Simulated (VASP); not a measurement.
Wanted: the native input for a VASP 6.6.1 run.

```yaml
Task: single point
Functional: PBE
Potentials_or_basis: VASP PAW PBE potentials, release 64 (Cd)
Cutoff: 520 eV
k_mesh: 14 × 14 × 13
Occupations: fermi-dirac, width 0.1 eV
Spin: no spin polarisation
Dipole_correction: no
Further_INCAR_settings: ALGO = Normal; EDIFF = 1e-06; NBANDS = 12
```

The structure of Cd lies in POSCAR:

```
Cd
1.0
    2.8901621525      0.0000000000      0.0000000000
   -1.4450810762      2.5029538451      0.0000000000
    0.0000000000      0.0000000000      2.9320820603
Cd
1
Direct
    0.0000000000      0.0000000000      0.0000000000
```

These files were run (other wordings do the same):

INCAR

```
SYSTEM = Cd
PREC = Accurate
ENCUT = 520
EDIFF = 1E-6
ISMEAR = -1
SIGMA = 0.1
LREAL = .FALSE.
LASPH = .TRUE.
NELM = 80
ALGO = Normal
ISIF = 2
LWAVE = .FALSE.
LCHARG = .FALSE.
GGA = PE
NBANDS = 12
```

KPOINTS

```
regular mesh
0
G
  14 14 13
  0 0 0
```

Potentials or basis: VASP PAW PBE potentials, release 64 (Cd).

Launch:

```sh
$ cat potpaw_PBE.64/Cd/POTCAR > POTCAR
$ mpirun -np 1 vasp_std > vasp.out
```

Results of the run:

* Pressure: 10.4 GPa
* Band gap on the k mesh: zero (band 6 reaches 6.33 eV, above the bottom of band 7 at 0.46 eV)

It took 11 s on 1 thread of Intel(R) Xeon(R) 6975P-C (Granite Rapids), with other jobs on the host, peak memory 0.16 GiB.
